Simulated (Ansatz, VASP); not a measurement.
# Two plane-wave programs on Ni

```
Ni
1.0
    -1.38372    1.38372    1.38372
     1.38372   -1.38372    1.38372
     1.38372    1.38372   -1.38372
Ni
1
Direct
  0.00000 0.00000 0.00000
```

Alike in both runs: task single point; functional PBE; k mesh 11 × 11 × 11; occupations fermi-dirac, width 0.05 eV; collinear spin; fixed moment 1 μB.

```csv
,VASP,Ansatz
version,VASP 6.6.1,Ansatz 0.2.0
potentials or method,"VASP PAW PBE potentials, release 64 (Ni)",Ansatz PAW
plane-wave cutoff (eV),520,420
valence electrons in the cell,10,18
```

|  | VASP | Ansatz | Ansatz less VASP |
| --- | --- | --- | --- |
| pressure (GPa) | 12.2 | 12.4 | +0.16 |
| net moment per atom (μB) | 1.00 | 1.00 | 0.000 |
| size of the moment on the site where the two differ most (μB) | 0.99 | 1.00 | +0.009 |

Site moments also hang on the region over which each program counts them. The functional is the same, so the differences come from potentials, cutoffs and numerics. VASP's potentials hold 10 valence electrons a cell and Ansatz's 18, so a difference there can come from the potentials and not from the codes.
